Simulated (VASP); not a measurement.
## Al: single point with r2SCAN

Al:

```
CELL_PARAMETERS angstrom
2.81245 0.00000 0.00000
-1.40623 2.43566 0.00000
0.00000 0.00000 4.86685
ATOMIC_POSITIONS crystal
Al 0.66667 0.33333 0.75000
Al 0.33333 0.66667 0.25000
```

```yaml
Program: VASP 6.6.1
Task: single point
Functional: r2SCAN
Potentials_or_basis: VASP PAW PBE potentials, release 64 (Al)
Cutoff: 520 eV
k_mesh: 14 × 14 × 7
Occupations: fermi-dirac, width 0.1 eV
Spin: no spin polarisation
Dipole_correction: no
Further_INCAR_settings: ALGO = Normal; EDIFF = 1e-06; NBANDS = 10
```

- Pressure: -3.2 GPa
- Band gap on the k mesh: zero (band 3 reaches 10.52 eV, above the bottom of band 4 at 4.94 eV)

Stress tensor (GPa, compression positive):
```
-2.41  0.00  0.00
 0.00 -2.41  0.00
 0.00  0.00 -4.84
```

Levels at points of the mesh, in eV from the Fermi level:
```tsv
k point	band 1	band 2	band 3	band 4	band 5	band 6
(0.00, 0.00, 0.00)	-11.77	-5.26	-5.24	11.79	12.26	12.26
(0.50, 0.00, 0.00)	-5.31	-5.28	0.62	0.74	1.40	1.57
```

It took 3.1 min on 1 thread of AMD EPYC 7R13, with other jobs on the host, peak memory 0.14 GiB.

Caveat: the PAW data sets were made with another functional, which shifts forces and pressure a little.
